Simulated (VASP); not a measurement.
V: single point with PBE

V:

```xyz
1
Lattice="1.4542 1.4542 1.4542 -1.4542 1.4542 1.4542 -1.4542 -1.4542 1.4542" Properties=species:S:1:pos:R:3 pbc="T T T"
V     0.0000    0.0000    0.0000
```

```json
{
 "Program": "VASP 6.6.1",
 "Task": "single point",
 "Functional": "PBE",
 "Potentials or basis": "VASP PAW PBE potentials, release 64 (V_sv)",
 "Cutoff": "520 eV",
 "k mesh": "11 × 11 × 11",
 "Occupations": "fermi-dirac, width 0.1 eV",
 "Spin": "collinear spin, ferromagnetic start",
 "Starting moments": "[1.5] μB"
}
```

- Pressure: 20.4 GPa
- Net moment: 0.00 μB per cell
- Valence electrons inside the program's atomic spheres: V 11.82

Levels at points of the mesh, in eV from the Fermi level:
Spin up:
```
           k point  band 4  band 5  band 6  band 7  band 8  band 9
(0.00, 0.00, 0.00)  -36.77   -6.77    0.41    0.41    0.41    2.66
```
Spin down:
| k point | band 4 | band 5 | band 6 | band 7 | band 8 | band 9 |
| --- | --- | --- | --- | --- | --- | --- |
| (0.00, 0.00, 0.00) | -36.77 | -6.77 | 0.41 | 0.41 | 0.41 | 2.66 |

It took 47 s on 1 thread of Intel Xeon 8259CL (shared host), peak memory 0.14 GiB.

Caveat: the cell stands under pressure.
